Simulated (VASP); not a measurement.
# CdO (Monteponite) (Fm-3m) in VASP: further runs

Runs on CdO (Monteponite). Level: PBEsol. Tasks: single point, relaxation of volume and atoms at fixed shape.

Everything below comes from runs of VASP 6.6.1. Logs are shortened: lines on timing, memory, paths and dates and some standing lists are left out, and cuts for length are marked.

### 1 The cell of the first run

It takes space group Fm-3m (No. 225, cubic). Conventional cell: a = 4.691 Å, b = 4.691 Å, c = 4.691 Å, α = 90.00°, β = 90.00°, γ = 90.00°. Within 3.1 Å of Cd (site symmetry m-3m) lie 6 O at 2.35 Å. O (site symmetry m-3m) has 6 Cd at 2.35 Å within 3.1 Å.

### 2 Single point, PBEsol

File INCAR:

```
ALGO = Normal
EDIFF = 1E-6
ENCUT = 600
GGA = PS
GGA_COMPAT = F
ISIF = 2
ISMEAR = -1
LASPH = T
LCHARG = F
LREAL = F
LWAVE = F
NBANDS = 16
NELM = 120
PREC = Accurate
SIGMA = 0.02
```

File KPOINTS:

```
k-points
0
Gamma
  8 8 8
```

File POSCAR:

```
CdO
1.0
    0.0000000000      2.3453332157      2.3453332157
    2.3453332157      0.0000000000      2.3453332157
    2.3453332157      2.3453332157      0.0000000000
Cd O
1 1
Direct
    0.0000000000      0.0000000000      0.0000000000
    0.5000000000      0.5000000000      0.5000000000
```

Potentials or basis: VASP PAW PBE potentials, release 64 (Cd, O).

Run with:

```console
> cat potpaw_PBE.64/Cd/POTCAR potpaw_PBE.64/O/POTCAR > POTCAR
> mpirun -np 1 vasp_std > vasp.out
```

OUTCAR:

```text
EDIFF = 1E-6
   ENCUT = 600
   GGA = PS
   ISIF = 2
   ISMEAR = -1
   LASPH = T
   LREAL = F
   NELM = 120
   PREC = Accurate

 ion  position               nearest neighbor table
   1  0.000  0.000  0.000-   2 2.35   2 2.35   2 2.35   2 2.35   2 2.35   2 2.35
   2  0.500  0.500  0.500-   1 2.35   1 2.35   1 2.35   1 2.35   1 2.35   1 2.35

  LATTYP: Found a face centered cubic cell.
 ALAT       =     4.6906664314

  Lattice vectors:

 A1 = (   0.0000000000,   2.3453332157,   2.3453332157)
 A2 = (   2.3453332157,   0.0000000000,   2.3453332157)
 A3 = (   2.3453332157,   2.3453332157,   0.0000000000)

Analysis of symmetry for initial positions (statically):
=====================================================================
 Subroutine PRICEL returns:
 Original cell was already a primitive cell.

 Routine SETGRP: Setting up the symmetry group for a
 face centered cubic supercell.

 Subroutine GETGRP returns: Found 48 space group operations
 (whereof 48 operations were pure point group operations)
 out of a pool of 48 trial point group operations.

The static configuration has the point symmetry O_h .

Analysis of symmetry for dynamics (positions and initial velocities):
=====================================================================
 Subroutine PRICEL returns:
 Original cell was already a primitive cell.

 Routine SETGRP: Setting up the symmetry group for a
 face centered cubic supercell.

 Subroutine GETGRP returns: Found 48 space group operations
 (whereof 48 operations were pure point group operations)
 out of a pool of 48 trial point group operations.

The dynamic configuration has the point symmetry O_h .

 Subroutine INISYM returns: Found 48 space group operations
 (whereof 48 operations are pure point group operations),
 and found     1 'primitive' translations

----------------------------------------------------------------------------------------

                                     Primitive cell

  volume of cell :      25.8014

  direct lattice vectors                    reciprocal lattice vectors
     0.000000000  2.345333216  2.345333216    -0.213189323  0.213189323  0.213189323
     2.345333216  0.000000000  2.345333216     0.213189323 -0.213189323  0.213189323
     2.345333216  2.345333216  0.000000000     0.213189323  0.213189323 -0.213189323

  length of vectors
     3.316802042  3.316802042  3.316802042     0.369254739  0.369254739  0.369254739

  position of ions in fractional coordinates (direct lattice)
     0.000000000  0.000000000  0.000000000
     0.500000000  0.500000000  0.500000000

  ion indices of the primitive-cell ions
   primitive index   ion index
                 1           1
                 2           2

----------------------------------------------------------------------------------------

 KPOINTS: k-points

Automatic generation of k-mesh.
 Grid dimensions read from file:
 generate k-points for:    8    8    8

 Generating k-lattice:

  Cartesian coordinates                     Fractional coordinates (reciprocal lattice)
    -0.026648665  0.026648665  0.026648665     0.125000000  0.000000000  0.000000000
     0.026648665 -0.026648665  0.026648665     0.000000000  0.125000000  0.000000000
     0.026648665  0.026648665 -0.026648665     0.000000000  0.000000000  0.125000000

  Length of vectors
     0.046156842  0.046156842  0.046156842

  Shift w.r.t. Gamma in fractional coordinates (k-lattice)
     0.000000000  0.000000000  0.000000000

 Subroutine IBZKPT returns following result:
 ===========================================

 Found     29 irreducible k-points:

 Following reciprocal coordinates:
            Coordinates               Weight
  0.000000  0.000000  0.000000      1.000000
  0.125000  0.000000  0.000000      8.000000
  0.250000  0.000000  0.000000      8.000000
  0.375000  0.000000  0.000000      8.000000
  0.500000  0.000000  0.000000      4.000000
  0.125000  0.125000  0.000000      6.000000
[... 16 lines left out ...]
  0.500000  0.250000  0.125000     48.000000
 -0.375000  0.250000  0.125000     24.000000
 [... further k-points ...]
   k-points           NKPTS =     29   k-points in BZ     NKDIM =     29   number of bands    NBANDS=     16
   number of dos      NEDOS =    301   number of ions     NIONS =      2
   total plane-waves  NPLWV =  21952
   dimension x,y,z NGX =    28 NGY =   28 NGZ =   28
   dimension x,y,z NGXF=    56 NGYF=   56 NGZF=   56
   ions per type =               1   1
   NGX,Y,Z   is equivalent  to a cutoff of  14.03, 14.03, 14.03 a.u.
   NGXF,Y,Z  is equivalent  to a cutoff of  28.07, 28.07, 28.07 a.u.
 SYSTEM =  unknown system
   PREC   = accura    normal or accurate (medium, high low for compatibility)
   ISTART =      0    job   : 0-new  1-cont  2-samecut
   ICHARG =      2    charge: 1-file 2-atom 10-const
   ISPIN  =      1    spin polarized calculation?
   LNONCOLLINEAR =      F non collinear calculations
   LSORBIT =      F    spin-orbit coupling
   LASPH  =      T    aspherical Exc in radial PAW
   ENCUT  =  600.0 eV  44.10 Ry    6.64 a.u.   6.62  6.62  6.62*2*pi/ulx,y,z
   NELM   =    120;   NELMIN=  2; NELMDL= -5     # of ELM steps
   EDIFF  = 0.1E-05   stopping-criterion for ELM
   LREAL  =      F    real-space projection
   EDIFFG = 0.1E-04   stopping-criterion for IOM
   NSW    =      0    number of steps for IOM
   IBRION =     -1    ionic relax: 0-MD 1-quasi-New 2-CG
   NFREE  =      0    steps in history (QN), initial steepest desc. (CG)
   ISIF   =      2    stress and relaxation
   ISYM   =      2    0-nonsym 1-usesym 2-fastsym
   POTIM  = 0.5000    time-step for ionic-motion
   TEBEG  =    0.0;   TEEND  =   0.0 temperature during run
   PSTRESS=    0.0 pullay stress
   NELECT =      18.0000    total number of electrons
   NUPDOWN=      -1.0000    fix difference up-down
   EMIN   =  10.00;   EMAX   =-10.00  energy-range for DOS
   EFERMI =   0.00;   METHOD = LEGACY
   ISMEAR =    -1;   SIGMA  =   0.02  broadening in eV -4-tet -1-fermi 0-gaus
   EFERMI_NEDOS =   21; number of points for ismear=-14 and -15
   IALGO  =     38    algorithm
   IMIX   =      4    mixing-type and parameters
     AMIX     =   0.40;   BMIX     =  1.00
     AMIX_MAG =   1.60;   BMIX_MAG =  1.00
  volume/ion in A,a.u.               =      12.90        87.06
  Fermi-wavevector in a.u.,A,eV,Ry     =   1.451948  2.743784 28.683169  2.108153
  Thomas-Fermi vector in A             =   2.569387
   LORBIT       =      0    0 simple, 1 ext, 2 COOP (PROOUT), +10 PAW based schemes
   GGA     = PS    functional components
   LHFCALC =     F    Hartree Fock is set to
   AEXX    =    0.0000 exact exchange contribution
   IVDW    =     0    specifies the selected vdW correction
   LEPSILON=     F    determine dielectric tensor
   LRPA    =     F    only Hartree local field effects (RPA)
 non-spin polarized calculation
  energy-cutoff  :      600.00
  volume of cell :       25.80
 maximum number of plane-waves:       881
 NGX is ok and might be reduce to    28
   NGX = 13   NGY = 13   NGZ = 13

 number of electron      18.0000003 magnetization

 Free energy of the ion-electron system (eV)
  ---------------------------------------------------
  ext. energy  EPLUGINS =         0.00000000
  ---------------------------------------------------
  free energy    TOTEN  =        -8.50517321 eV

  energy without entropy =       -8.50488430  energy(sigma->0) =       -8.50502876

 E-fermi :   1.9769     XC(G=0): -11.9938

 val. band max:        1.9337552652   @ k =   0.5000   0.0000   0.0000
 cond. band min:       2.8098705139   @ k =   0.1250   0.0000   0.0000
 fundamental gap:      0.8761152487
 Fermi energy:         1.9768606838

 k-point     1 :       0.0000    0.0000    0.0000
  band No.  band energies     occupation
      1     -15.4328      2.00000
      2      -4.7376      2.00000
      3      -4.7376      2.00000
      4      -4.7376      2.00000
      5      -4.4295      2.00000
      6      -4.4295      2.00000
[... 8 lines left out ...]
     15      20.0727      0.00000
     16      20.0727      0.00000

 k-point     2 :       0.1250    0.0000    0.0000
  band No.  band energies     occupation
      1     -15.3221      2.00000
      2      -4.8094      2.00000
      3      -4.7276      2.00000
      4      -4.7276      2.00000
      5      -4.5206      2.00000
      6      -4.5206      2.00000
[... 8 lines left out ...]
     15      20.4399      0.00000
     16      20.4399      0.00000

 k-point     3 :       0.2500    0.0000    0.0000
  band No.  band energies     occupation
      1     -15.0407      2.00000
      2      -5.0960      2.00000
      3      -4.9759      2.00000
      4      -4.9759      2.00000
      5      -4.4227      2.00000
      6      -4.4227      2.00000
[... 8 lines left out ...]
     15      21.3703      0.00000
     16      21.3703      0.00000

 k-point     4 :       0.3750    0.0000    0.0000
  band No.  band energies     occupation
      1     -14.7352      2.00000
      2      -5.5480      2.00000
      3      -5.2561      2.00000
      4      -5.2561      2.00000
      5      -4.2435      2.00000
      6      -4.2435      2.00000
[... 8 lines left out ...]
     15      22.7673      0.00000
     16      22.7673      0.00000

 k-point     5 :       0.5000    0.0000    0.0000
  band No.  band energies     occupation
      1     -14.6000      2.00000
      2      -5.7742      2.00000
      3      -5.3650      2.00000
      4      -5.3650      2.00000
      5      -4.1650      2.00000
      6      -4.1650      2.00000
[... 8 lines left out ...]
     15      23.0827      0.00000
     16      23.8818      0.00000

 k-point     6 :       0.1250    0.1250    0.0000
  band No.  band energies     occupation
      1     -15.2921      2.00000
      2      -4.8100      2.00000
      3      -4.7655      2.00000
      4      -4.6789      2.00000
      5      -4.6789      2.00000
      6      -4.3896      2.00000
[... 8 lines left out ...]
     15      21.1240      0.00000
     16      22.8549      0.00000

 k-point     7 :       0.2500    0.1250    0.0000
  band No.  band energies     occupation
      1     -15.0858      2.00000
      2      -5.0796      2.00000
      3      -4.9256      2.00000
      4      -4.7294      2.00000
      5      -4.5596      2.00000
      6      -4.3343      2.00000
[... 8 lines left out ...]
     15      21.6915      0.00000
     16      23.6039      0.00000

 k-point     8 :       0.3750    0.1250    0.0000
  band No.  band energies     occupation
      1     -14.8088      2.00000
      2      -5.3661      2.00000
      3      -5.1469      2.00000
      4      -4.9995      2.00000
      5      -4.3861      2.00000
      6      -4.1956      2.00000
[... 8 lines left out ...]
     15      22.0286      0.00000
     16      24.1626      0.00000

 k-point     9 :       0.5000    0.1250    0.0000
  band No.  band energies     occupation
      1     -14.6248      2.00000
      2      -5.5885      2.00000
      3      -5.2581      2.00000
      4      -5.2288      2.00000
      5      -4.2218      2.00000
      6      -4.1474      2.00000
[... 8 lines left out ...]
     15      22.0858      0.00000
     16      23.8699      0.00000
[... 172 lines left out ...]
 k-point    19 :       0.5000    0.3750    0.0000
  band No.  band energies     occupation
      1     -14.7365      2.00000
      2      -5.1790      2.00000
      3      -4.3848      2.00000
      4      -4.3606      2.00000
      5      -4.0555      2.00000
      6      -3.9939      2.00000
[... 8 lines left out ...]
     15      25.4936      0.00000
     16      25.8777      0.00000

 k-point    20 :      -0.3750    0.3750    0.0000
  band No.  band energies     occupation
      1     -14.6647      2.00000
      2      -5.2036      2.00000
      3      -4.7370      2.00000
      4      -4.5751      2.00000
      5      -4.1133      2.00000
      6      -4.0068      2.00000
[... 8 lines left out ...]
     15      23.7588      0.00000
     16      26.3761      0.00000

 k-point    21 :       0.5000    0.5000    0.0000
  band No.  band energies     occupation
      1     -14.7582      2.00000
      2      -5.2190      2.00000
      3      -4.1528      2.00000
      4      -4.0194      2.00000
      5      -4.0194      2.00000
      6      -3.6988      2.00000
[... 8 lines left out ...]
     15      25.0411      0.00000
     16      27.7010      0.00000

 k-point    22 :       0.3750    0.2500    0.1250
  band No.  band energies     occupation
      1     -14.8996      2.00000
      2      -5.2238      2.00000
      3      -4.9832      2.00000
      4      -4.8731      2.00000
      5      -4.4527      2.00000
      6      -4.1840      2.00000
[... 8 lines left out ...]
     15      23.3484      0.00000
     16      23.8134      0.00000

 k-point    23 :       0.5000    0.2500    0.1250
  band No.  band energies     occupation
      1     -14.7069      2.00000
      2      -5.3078      2.00000
      3      -5.1120      2.00000
      4      -4.9868      2.00000
      5      -4.2983      2.00000
      6      -4.1056      2.00000
[... 8 lines left out ...]
     15      22.5544      0.00000
     16      24.2019      0.00000

 k-point    24 :      -0.3750    0.2500    0.1250
  band No.  band energies     occupation
      1     -14.6250      2.00000
      2      -5.3883      2.00000
      3      -5.0717      2.00000
      4      -5.0672      2.00000
      5      -4.1680      2.00000
      6      -4.1580      2.00000
[... 8 lines left out ...]
     15      21.3600      0.00000
     16      24.8475      0.00000

 [... further k-points ...]
[... 5 lines left out ...]
  --------------------------------------------------------------------------------------
  -------------------------------------------------------------------------------------
  Total        0.2160880      0.2160880      0.2160880     -0.0000000      0.0000000     -0.0000000
  in kB       13.4183022     13.4183022     13.4183022     -0.0000000      0.0000000     -0.0000000
  external PRESSURE =      13.4183022 kB  Pullay stress =       0.0000000 kB

 VOLUME and BASIS-vectors are now :
 -----------------------------------------------------------------------------
  energy-cutoff  :      600.00
  volume of cell :       25.80
      direct lattice vectors                 reciprocal lattice vectors
     0.000000000  2.345333216  2.345333216    -0.213189323  0.213189323  0.213189323
     2.345333216  0.000000000  2.345333216     0.213189323 -0.213189323  0.213189323
     2.345333216  2.345333216  0.000000000     0.213189323  0.213189323 -0.213189323

 POSITION                                       TOTAL-FORCE (eV/Angst)
 -----------------------------------------------------------------------------------
      0.00000      0.00000      0.00000         0.000000     -0.000000      0.000000
      2.34533      2.34533      2.34533        -0.000000      0.000000     -0.000000
 -----------------------------------------------------------------------------------
    total drift:                                0.000000      0.000000      0.000000

  FREE ENERGIE OF THE ION-ELECTRON SYSTEM (eV)
  ---------------------------------------------------
  free  energy   TOTEN  =        -8.5051732091 eV

  energy  without entropy=       -8.5048843019  energy(sigma->0) =       -8.50502876
```

It took 24 s on 1 thread of AMD EPYC 7R43 (Zen 3), shared host; peak memory 0.12 GiB.

Results:

* Free energy: -8.5052 eV
* Pressure: 1.3 GPa
* Band gap on the k mesh: zero (band 9 reaches 1.93 eV, above the bottom of band 10 at 1.41 eV)

Caveat: the PAW data sets were made with another functional, which shifts forces and pressure a little.

(Part 1 of 2 ends here.)
